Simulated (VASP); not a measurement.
# MgCd3Se2 (P-6m2) in VASP: a series of runs

Runs on MgCd3Se2. Level: PBE. Tasks: single point.

Program: VASP 6.6.1. These are calculated values, not measurements. Logs are shortened: lines on timing, memory, paths and dates and some standing lists are left out, and cuts for length are marked.

## Step 1: The cell of the first run

It takes space group P-6m2 (No. 187, hexagonal). Conventional cell: a = 4.360 Å, b = 4.360 Å, c = 8.606 Å, α = 90.00°, β = 90.00°, γ = 120.00°. Mg (site symmetry -6m2) has 3 Cd at 2.52 Å within 3.3 Å. Cd (site symmetry -6m2) has 3 Cd at 2.52 Å within 3.3 Å. Within 3.3 Å of Cd (site symmetry -6m2) lie 3 Mg at 2.52 Å. Within 3.3 Å of Cd (site symmetry -6m2) lie 3 Cd at 2.52 Å. Within 4.3 Å of Se (site symmetry 3m) lie 9 Cd at 3.30 to 3.32 Å and 3 Mg at 3.32 Å and 1 Se at 4.27 Å.

## Step 2: Single point, PBE

File INCAR:

```
SYSTEM = MgCd3Se2
ALGO = Normal
EDIFF = 1E-7
ENCUT = 520
GGA = PE
ISIF = 2
ISMEAR = 0
LASPH = .TRUE.
LCHARG = .FALSE.
LREAL = .FALSE.
LWAVE = .FALSE.
NBANDS = 34
NELM = 80
PREC = Accurate
SIGMA = 0.1
```

File KPOINTS:

```
k-points
0
G
  6 6 2
  0 0 0
```

File POSCAR:

```
MgCd3Se2
1.0
    4.3597185500      0.0000000000      0.0000000000
   -2.1798592700      3.7756270200      0.0000000000
    0.0000000000      0.0000000000      8.6061899600
Mg Cd Se
1 3 2
Direct
    0.6666666700      0.3333333300      0.5000000000
    0.6666666700      0.3333333300      0.0000000000
    0.0000000000      0.0000000000      0.5000000000
    0.0000000000      0.0000000000      0.0000000000
    0.3333333300      0.6666666700      0.7520078400
    0.3333333300      0.6666666700      0.2479921600
```

Potentials or basis: VASP PAW PBE potentials, release 64 (Mg, Cd, Se).

Started as:

```console
$ cat potpaw_PBE.64/Mg/POTCAR potpaw_PBE.64/Cd/POTCAR potpaw_PBE.64/Se/POTCAR > POTCAR
$ mpirun -np 1 vasp_std > vasp.out
```

OUTCAR:

```text
SYSTEM = MgCd3Se2
   EDIFF = 1E-7
   ENCUT = 520
   GGA = PE
   ISIF = 2
   ISMEAR = 0
   LASPH = .TRUE.
   LREAL = .FALSE.
   NELM = 80
   PREC = Accurate

 ion  position               nearest neighbor table
   1  0.667  0.333  0.500-   3 2.52   3 2.52   3 2.52
   2  0.667  0.333  0.000-   4 2.52   4 2.52   4 2.52
   3  0.000  0.000  0.500-   1 2.52   1 2.52   1 2.52
   4  0.000  0.000  0.000-   2 2.52   2 2.52   2 2.52
   5  0.333  0.667  0.752-
   6  0.333  0.667  0.248-

  LATTYP: Found a hexagonal cell.
 ALAT       =     4.3597185500
 C/A-ratio  =     1.9740242085

  Lattice vectors:

 A1 = (   4.3597185500,   0.0000000000,   0.0000000000)
 A2 = (  -2.1798592700,   3.7756270200,   0.0000000000)
 A3 = (   0.0000000000,   0.0000000000,   8.6061899600)

Analysis of symmetry for initial positions (statically):
=====================================================================
 Subroutine PRICEL returns:
 Original cell was already a primitive cell.

 Routine SETGRP: Setting up the symmetry group for a
 hexagonal supercell.

 Subroutine GETGRP returns: Found 12 space group operations
 (whereof 12 operations were pure point group operations)
 out of a pool of 24 trial point group operations.

The static configuration has the point symmetry D_3h.

Analysis of symmetry for dynamics (positions and initial velocities):
=====================================================================
 Subroutine PRICEL returns:
 Original cell was already a primitive cell.

 Routine SETGRP: Setting up the symmetry group for a
 hexagonal supercell.

 Subroutine GETGRP returns: Found 12 space group operations
 (whereof 12 operations were pure point group operations)
 out of a pool of 24 trial point group operations.

The dynamic configuration has the point symmetry D_3h.

 Subroutine INISYM returns: Found 12 space group operations
 (whereof 12 operations are pure point group operations),
 and found     1 'primitive' translations

----------------------------------------------------------------------------------------

                                     Primitive cell

  volume of cell :     141.6637

  direct lattice vectors                    reciprocal lattice vectors
     4.359718550  0.000000000  0.000000000     0.229372605  0.132428335  0.000000000
    -2.179859270  3.775627020  0.000000000     0.000000000  0.264856670  0.000000000
     0.000000000  0.000000000  8.606189960     0.000000000  0.000000000  0.116195437

  length of vectors
     4.359718550  4.359718550  8.606189960     0.264856670  0.264856670  0.116195437

  position of ions in fractional coordinates (direct lattice)
     0.666666670  0.333333330  0.500000000
     0.666666670  0.333333330  0.000000000
     0.000000000  0.000000000  0.500000000
     0.000000000  0.000000000  0.000000000
     0.333333330  0.666666670  0.752007840
     0.333333330  0.666666670  0.247992160

  ion indices of the primitive-cell ions
   primitive index   ion index
                 1           1
                 2           2
                 3           3
                 4           4
                 5           5
                 6           6

----------------------------------------------------------------------------------------

 KPOINTS: k-points

Automatic generation of k-mesh.
 Grid dimensions read from file:
 generate k-points for:    6    6    2

 Generating k-lattice:

  Cartesian coordinates                     Fractional coordinates (reciprocal lattice)
     0.038228767  0.022071389  0.000000000     0.166666667  0.000000000  0.000000000
     0.000000000  0.044142778  0.000000000     0.000000000  0.166666667  0.000000000
     0.000000000  0.000000000  0.058097718     0.000000000  0.000000000  0.500000000

  Length of vectors
     0.044142778  0.044142778  0.058097718

  Shift w.r.t. Gamma in fractional coordinates (k-lattice)
     0.000000000  0.000000000  0.000000000

 Subroutine IBZKPT returns following result:
 ===========================================

 Found     14 irreducible k-points:

 Following reciprocal coordinates:
            Coordinates               Weight
  0.000000  0.000000  0.000000      1.000000
  0.166667  0.000000  0.000000      6.000000
  0.333333  0.000000  0.000000      6.000000
  0.500000 -0.000000  0.000000      3.000000
  0.166667  0.166667  0.000000      6.000000
  0.333333  0.166667  0.000000     12.000000
  0.333333  0.333333  0.000000      2.000000
  0.000000  0.000000  0.500000      1.000000
  0.166667  0.000000  0.500000      6.000000
  0.333333  0.000000  0.500000      6.000000
  0.500000 -0.000000  0.500000      3.000000
  0.166667  0.166667  0.500000      6.000000
  0.333333  0.166667  0.500000     12.000000
  0.333333  0.333333  0.500000      2.000000
   k-points           NKPTS =     14   k-points in BZ     NKDIM =     14   number of bands    NBANDS=     34
   number of dos      NEDOS =    301   number of ions     NIONS =      6
   total plane-waves  NPLWV =  65536
   dimension x,y,z NGX =    32 NGY =   32 NGZ =   64
   dimension x,y,z NGXF=    64 NGYF=   64 NGZF=  128
   ions per type =               1   3   2
   NGX,Y,Z   is equivalent  to a cutoff of  12.20, 12.20, 12.36 a.u.
   NGXF,Y,Z  is equivalent  to a cutoff of  24.40, 24.40, 24.73 a.u.
 SYSTEM =  MgCd3Se2
   PREC   = accura    normal or accurate (medium, high low for compatibility)
   ISTART =      0    job   : 0-new  1-cont  2-samecut
   ICHARG =      2    charge: 1-file 2-atom 10-const
   ISPIN  =      1    spin polarized calculation?
   LNONCOLLINEAR =      F non collinear calculations
   LSORBIT =      F    spin-orbit coupling
   LASPH  =      T    aspherical Exc in radial PAW
   ENCUT  =  520.0 eV  38.22 Ry    6.18 a.u.   8.11  8.11 16.00*2*pi/ulx,y,z
   NELM   =     80;   NELMIN=  2; NELMDL= -5     # of ELM steps
   EDIFF  = 0.1E-06   stopping-criterion for ELM
   LREAL  =      F    real-space projection
   EDIFFG = 0.1E-05   stopping-criterion for IOM
   NSW    =      0    number of steps for IOM
   IBRION =     -1    ionic relax: 0-MD 1-quasi-New 2-CG
   NFREE  =      0    steps in history (QN), initial steepest desc. (CG)
   ISIF   =      2    stress and relaxation
   ISYM   =      2    0-nonsym 1-usesym 2-fastsym
   POTIM  = 0.5000    time-step for ionic-motion
   TEBEG  =    0.0;   TEEND  =   0.0 temperature during run
   PSTRESS=    0.0 pullay stress
   NELECT =      50.0000    total number of electrons
   NUPDOWN=      -1.0000    fix difference up-down
   EMIN   =  10.00;   EMAX   =-10.00  energy-range for DOS
   EFERMI =   0.00;   METHOD = LEGACY
   ISMEAR =     0;   SIGMA  =   0.10  broadening in eV -4-tet -1-fermi 0-gaus
   EFERMI_NEDOS =   21; number of points for ismear=-14 and -15
   IALGO  =     38    algorithm
   IMIX   =      4    mixing-type and parameters
     AMIX     =   0.40;   BMIX     =  1.00
     AMIX_MAG =   1.60;   BMIX_MAG =  1.00
  volume/ion in A,a.u.               =      23.61       159.33
  Fermi-wavevector in a.u.,A,eV,Ry     =   1.156943  2.186305 18.211635  1.338517
  Thomas-Fermi vector in A             =   2.293559
   LORBIT       =      0    0 simple, 1 ext, 2 COOP (PROOUT), +10 PAW based schemes
   GGA     = PE    functional components
   LHFCALC =     F    Hartree Fock is set to
   AEXX    =    0.0000 exact exchange contribution
   IVDW    =     0    specifies the selected vdW correction
   LEPSILON=     F    determine dielectric tensor
   LRPA    =     F    only Hartree local field effects (RPA)
 non-spin polarized calculation
 Gauss-broadening in eV      SIGMA  =   0.10
  energy-cutoff  :      520.00
  volume of cell :      141.66
 maximum number of plane-waves:      3838
   NGX = 17   NGY = 17   NGZ = 33

 number of electron      50.0000007 magnetization

 Free energy of the ion-electron system (eV)
  ---------------------------------------------------
  ext. energy  EPLUGINS =         0.00000000
  ---------------------------------------------------
  free energy    TOTEN  =        -9.34742746 eV

  energy without entropy =       -9.33478457  energy(sigma->0) =       -9.34110601

 E-fermi :   2.6195     XC(G=0):  -9.8156

 val. band max:        2.5270325775   @ k =   0.1667   0.0000   0.5000
 cond. band min:       2.6275209035   @ k =   0.1667   0.1667   0.5000
 fundamental gap:      0.1004883260
 Fermi energy:         2.6194658503

 k-point     1 :       0.0000    0.0000    0.0000
  band No.  band energies     occupation
      1     -10.1588      2.00000
      2      -9.7958      2.00000
      3      -7.2444      2.00000
      4      -6.8714      2.00000
      5      -6.8714      2.00000
      6      -6.7257      2.00000
[... 26 lines left out ...]
     33       8.3367      0.00000
     34       8.4946      0.00000

 k-point     2 :       0.1667    0.0000    0.0000
  band No.  band energies     occupation
      1     -10.0627      2.00000
      2      -9.7525      2.00000
      3      -7.2696      2.00000
      4      -7.1172      2.00000
      5      -7.0461      2.00000
      6      -6.7708      2.00000
[... 26 lines left out ...]
     33       7.9295      0.00000
     34       9.2417      0.00000

 k-point     3 :       0.3333    0.0000    0.0000
  band No.  band energies     occupation
      1      -9.8636      2.00000
      2      -9.6666      2.00000
      3      -7.4785      2.00000
      4      -7.3704      2.00000
      5      -7.0101      2.00000
      6      -6.8513      2.00000
[... 26 lines left out ...]
     33       7.9456      0.00000
     34      10.1399      0.00000
[... 334 lines left out ...]
 k-point    13 :       0.3333    0.1667    0.5000
  band No.  band energies     occupation
      1      -9.6986      2.00000
      2      -9.6979      2.00000
      3      -7.6809      2.00000
      4      -7.2685      2.00000
      5      -7.0188      2.00000
      6      -6.8541      2.00000
[... 26 lines left out ...]
     33       7.8514      0.00000
     34       9.6930      0.00000

 k-point    14 :       0.3333    0.3333    0.5000
  band No.  band energies     occupation
      1      -9.6693      2.00000
      2      -9.6652      2.00000
      3      -7.7704      2.00000
      4      -7.1151      2.00000
      5      -7.1145      2.00000
      6      -6.8358      2.00000
[... 26 lines left out ...]
     33       7.5684      0.00000
     34      11.1282      0.00000

------------------------ aborting loop because EDIFF is reached ----------------------------------------

  FORCE on cell =-STRESS in cart. coord.  units (eV):
  Direction    XX          YY          ZZ          XY          YZ          ZX
  --------------------------------------------------------------------------------------
  -------------------------------------------------------------------------------------
  Total       10.4542122     10.4542122     -3.3976371      0.0000000      0.0000000     -0.0000000
  in kB      118.2342840    118.2342842    -38.4263479      0.0000002      0.0000000     -0.0000000
  external PRESSURE =      66.0140734 kB  Pullay stress =       0.0000000 kB

 VOLUME and BASIS-vectors are now :
 -----------------------------------------------------------------------------
  energy-cutoff  :      520.00
  volume of cell :      141.66
      direct lattice vectors                 reciprocal lattice vectors
     4.359718550  0.000000000  0.000000000     0.229372605  0.132428335  0.000000000
    -2.179859270  3.775627020  0.000000000     0.000000000  0.264856670  0.000000000
     0.000000000  0.000000000  8.606189960     0.000000000  0.000000000  0.116195437

 POSITION                                       TOTAL-FORCE (eV/Angst)
 -----------------------------------------------------------------------------------
      2.17986      1.25854      4.30309        -0.000000      0.000000      0.000000
      2.17986      1.25854      0.00000        -0.000000      0.000000      0.000000
      0.00000      0.00000      4.30309        -0.000000      0.000000      0.000000
      0.00000      0.00000      0.00000        -0.000000      0.000000      0.000000
     -0.00000      2.51708      6.47192         0.000000     -0.000000     -0.592002
     -0.00000      2.51708      2.13427         0.000000     -0.000000      0.592002
 -----------------------------------------------------------------------------------
    total drift:                                0.000010     -0.000006      0.000000

  FREE ENERGIE OF THE ION-ELECTRON SYSTEM (eV)
  ---------------------------------------------------
  free  energy   TOTEN  =        -9.3474274580 eV

  energy  without entropy=       -9.3347845690  energy(sigma->0) =       -9.34110601
```

It took 72 s on 1 thread of Intel Xeon Platinum 8259CL at 2.50GHz (Skylake/Cascade Lake), shared host; peak memory 0.26 GiB.

What came out:

```
Free energy            : -9.3474 eV
Pressure               : 6.6 GPa
Largest force          : 0.592 eV/Å
Band gap on the k mesh : zero (band 25 reaches 3.54 eV, above the bottom of band 26 at 2.05 eV)
```

Forces in eV/Å, atoms in the order of the input:
```
Mg   0.000  0.000  0.000
Cd   0.000  0.000  0.000
Cd   0.000  0.000  0.000
Cd   0.000  0.000  0.000
Se   0.000  0.000 -0.592
Se   0.000  0.000  0.592
```

Stress tensor (GPa, compression positive):
```
11.82  0.00  0.00
 0.00 11.82  0.00
 0.00  0.00 -3.84
```

Levels at points of the mesh, in eV from the Fermi level:
```csv
k point,band 23,band 24,band 25,band 26,band 27,band 28
"(0.00, 0.00, 0.00)",-1.05,-1.05,0.92,0.94,3.01,3.01
"(0.50, 0.00, 0.00)",-1.83,-1.39,-1.35,1.00,1.47,1.69
"(0.00, 0.00, 0.50)",-1.18,-1.17,-1.03,3.17,3.27,3.27
"(0.50, 0.00, 0.50)",-1.90,-1.11,-1.05,0.09,0.49,2.65
```

Caveat: the k points lie up to 0.37 Å⁻¹ apart.

## Step 3: Single point, PBE

This run uses another cell than the first one, of 25.70 Å³/atom, 1.089 times its volume.

File INCAR:

```
SYSTEM = MgCd3Se2
  ALGO = Normal
  EDIFF = 1E-7
  ENCUT = 520
  GGA = PE
  ISIF = 2
  ISMEAR = 0
  LASPH = .True.
  LCHARG = .False.
  LREAL = .False.
  LWAVE = .False.
  NBANDS = 34
  NELM = 100
  PREC = Accurate
  SIGMA = 0.1
```

File KPOINTS:

```
k-points
0
Gamma
  6 6 2
  0 0 0
```

File POSCAR:

```
MgCd3Se2
1.0
    4.7276446431     -0.0000000031      0.0000000000
   -2.3638223188      4.0942603626      0.0000000000
    0.0000000000      0.0000000000      7.9677759888
Mg Cd Se
1 3 2
Direct
    0.6666666667      0.3333333333      0.5000000000
    0.6666666667      0.3333333333      0.0000000000
    0.0000000000      0.0000000000      0.5000000000
    0.0000000000      0.0000000000      0.0000000000
    0.3333333333      0.6666666667      0.7117230871
    0.3333333333      0.6666666667      0.2882769129
```

Potentials or basis: VASP PAW PBE potentials, release 64 (Mg, Cd, Se).

Started as:

```console
$ cat potpaw_PBE.64/Mg/POTCAR potpaw_PBE.64/Cd/POTCAR potpaw_PBE.64/Se/POTCAR > POTCAR
$ mpirun -np 1 vasp_std > vasp.out
```

It took 88 s on 1 thread of Intel Xeon Platinum 8259CL at 2.50GHz (Skylake/Cascade Lake), shared host; peak memory 0.29 GiB.

Results (log left out):

```
Free energy            : -10.4390 eV
Pressure               : 0.0 GPa
Largest force          : 0.004 eV/Å
Band gap on the k mesh : zero (band 25 reaches 2.26 eV, above the bottom of band 26 at 1.95 eV)
```

Forces in eV/Å, atoms in the order of the input:
```
Mg   0.000  0.000  0.000
Cd   0.000  0.000  0.000
Cd   0.000  0.000  0.000
Cd   0.000  0.000  0.000
Se   0.000  0.000  0.004
Se   0.000  0.000 -0.004
```

Stress tensor (GPa, compression positive):
```
0.02 0.00 0.00
0.00 0.02 0.00
0.00 0.00 0.09
```

Levels at points of the mesh, in eV from the Fermi level:
| k point | band 22 | band 23 | band 24 | band 25 | band 26 | band 27 | band 28 | band 29 |
| --- | --- | --- | --- | --- | --- | --- | --- | --- |
| (0.00, 0.00, 0.00) | -1.35 | -1.35 | -1.18 | 0.04 | 0.41 | 1.92 | 1.92 | 3.50 |
| (0.50, 0.00, 0.00) | -2.97 | -1.97 | -1.54 | -0.51 | 0.55 | 1.49 | 1.87 | 2.10 |
| (0.00, 0.00, 0.50) | -1.63 | -1.44 | -1.44 | -0.51 | 2.16 | 2.16 | 2.74 | 3.07 |
| (0.50, 0.00, 0.50) | -2.77 | -1.95 | -1.17 | -0.69 | 0.08 | 0.66 | 2.33 | 3.31 |

Caveat: the k points lie up to 0.39 Å⁻¹ apart.
